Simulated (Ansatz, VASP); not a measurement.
Given: the input of a run of VASP 6.6.1 on SnO2.

INCAR

```
SYSTEM = SnO2
PREC = Accurate ; ENCUT = 520
EDIFF = 1E-6 ; ISMEAR = 0
SIGMA = 0.011 ; LREAL = .False.
LASPH = .True. ; NELM = 60
ALGO = Normal ; ISIF = 2
LWAVE = .False. ; LCHARG = .False.
GGA = PE ; NBANDS = 35
```

Contents of KPOINTS:

```
regular mesh
0
Gamma
  9 9 9
  0 0 0
```

File POSCAR:

```
SnO2
1.0
   -2.0000686112      2.0000686112      5.1236788559
    2.0000686112     -2.0000686112      5.1236788559
    2.0000686112      2.0000686112     -5.1236788559
Sn O
2 4
Direct
    0.0000000000      0.0000000000      0.0000000000
    0.7500000000      0.2500000000      0.5000000000
    0.5465225900      0.0465225900      0.5000000000
    0.2034774100      0.2034774100      0.0000000000
    0.9534774100      0.4534774100      0.5000000000
    0.7965225900      0.7965225900      0.0000000000
```

Potentials or basis: VASP PAW PBE potentials, release 64 (Sn_d, O).

The run is started by

```bash
$ cat potpaw_PBE.64/Sn_d/POTCAR potpaw_PBE.64/O/POTCAR > POTCAR
$ mpirun -np 1 vasp_std > vasp.out
```

Question: Translate it to Ansatz 0.2.0. Potentials there: Ansatz PAW.

Answer: As run (the cutoff follows the program's own potentials):

Contents of input.yaml:

```yaml
crystal:
  lattice:
    - [-2.0000686112, 2.0000686112, 5.1236788559]
    - [2.0000686112, -2.0000686112, 5.1236788559]
    - [2.0000686112, 2.0000686112, -5.1236788559]
  atoms:
    - { symbol: Sn, position: [0.0, 0.0, 0.0] }
    - { symbol: Sn, position: [0.75, 0.25, 0.5] }
    - { symbol: O, position: [0.54652259, 0.04652259, 0.5] }
    - { symbol: O, position: [0.20347741, 0.20347741, 0.0] }
    - { symbol: O, position: [0.95347741, 0.45347741, 0.5] }
    - { symbol: O, position: [0.79652259, 0.79652259, 0.0] }
hamiltonian:
  xc: pbe
  pseudopotentials: { kind: paw }
kpoints:
  mp_grid: { grid: [9, 9, 9] }
scf:
  occupations: { method: gaussian, width: 0.011 }
output:
  forces: true
  stress: true
  eigenvalues: true
```

Potentials or basis: Ansatz PAW.

Command:

```bash
$ ansatz run input.yaml --threads 2 --pin off --max-ram 5632MiB --backend cpu --events-out ev --progress --plain --runs-dir out
```

Both were run:

|  | VASP | Ansatz | Ansatz less VASP |
| --- | --- | --- | --- |
| gap on the k mesh at the Fermi level (eV) | 1.64 | 1.65 | +0.011 |
| least direct gap on the mesh (eV) | 2.02 | 2.03 | +0.011 |
| pressure (GPa) | 6.5 | 5.9 | -0.60 |
| traceless stress, the component that is largest in VASP (GPa) | -0.17 | -0.32 | -0.149 |
| rms of the force components (eV/Å) | 0.031 | 0.019 | -0.0121 |

Atom by atom the forces differ by 0.012 eV/Å (rms over components). With one functional, cell and mesh, what is left measures potentials, basis and numerics.

Noted on Ansatz's run: odd divisions of the mesh miss points on the zone boundary, where band edges often lie, so the gap on the mesh can be too wide.
